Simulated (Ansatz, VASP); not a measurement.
**LiH in VASP and in Ansatz**

POSCAR

```
LiH
1.0
    0.0050074871      2.0029948411      2.0029948411
    2.0029948411      0.0050074871      2.0029948411
    2.0080023282      2.0080023282      0.0000000000
Li H
1 1
Direct
    0.0000000000      0.0000000000      0.0000000000
    0.5000000000      0.5000000000      0.5000000000
```

INCAR.step1

```
PREC = Accurate ; ENCUT = 520
EDIFF = 1E-5 ; ISMEAR = 0
SIGMA = 0.01 ; LREAL = False
LASPH = True ; NELM = 100
ALGO = Normal ; ISIF = 2
LWAVE = True ; NBANDS = 9
GGA = PE
```

The input INCAR.step2:

```
PREC = Accurate ; ENCUT = 520
EDIFF = 1E-6 ; ISMEAR = 0
SIGMA = 0.01 ; LREAL = False
LASPH = True ; NELM = 100
ALGO = Normal ; ISIF = 2
LWAVE = False ; LCHARG = True
GGA = PE ; LHFCALC = True
HFSCREEN = 0.2079 ; PRECFOCK = Normal
LELF = True ; LVHAR = True
NBANDS = 9 ; ISTART = 1
```

File KPOINTS:

```
regular mesh
0
Gamma
  8 8 8
```

Input for Ansatz:

```yaml
crystal:
  lattice:
    - [0.0050074871, 2.0029948411, 2.0029948411]
    - [2.0029948411, 0.0050074871, 2.0029948411]
    - [2.0080023282, 2.0080023282, 0.0]
  atoms:
    - { symbol: Li, position: [0.0, 0.0, 0.0] }
    - { symbol: H, position: [0.5, 0.5, 0.5] }
kpoints:
  mp_grid: { grid: [8, 8, 8] }
  band_path:
    path:
      - [0.0, 0.0, 0.0]
      - [0.5, 0.0, 0.5]
      - [0.625, 0.25, 0.625]
      - [0.375, 0.375, 0.75]
      - [0.5, 0.5, 0.5]
      - [0.5, 0.25, 0.75]
      - [-0.001302, 0.498698, -0.5]
      - [0.5, 0.5, 0.0]
    npoints: 1
hamiltonian:
  xc: hse06
scf:
  occupations: { method: fixed }
  n_extra_bands: 4
output:
  forces: true
  stress: true
  eigenvalues: true
```

Change from the starting cell: shear_xy strain +0.5%.

Alike in both runs: task single point; functional HSE06; k mesh 8 × 8 × 8; no spin polarisation.

|  | VASP | Ansatz |
| --- | --- | --- |
| version | VASP 6.6.1 | Ansatz 0.2.0 |
| potentials or method | VASP PAW PBE potentials, release 64 (Li_sv, H) | plane waves, PAW |
| plane-wave cutoff (eV) | 520 | 420 |
| occupations | gaussian, width 0.01 eV | fixed |
| valence electrons in the cell | 4 | 4 |

|  | VASP | Ansatz | Ansatz less VASP |
| --- | --- | --- | --- |
| gap on the k mesh at the Fermi level (eV) | 3.97 | 3.97 | +0.002 |

Ansatz's warnings: stress exchange threshold loose, stress scf threshold loose.

Noted on VASP's run: the cutoff is under 1.25 times that of the potentials, so the pressure is a little rough.
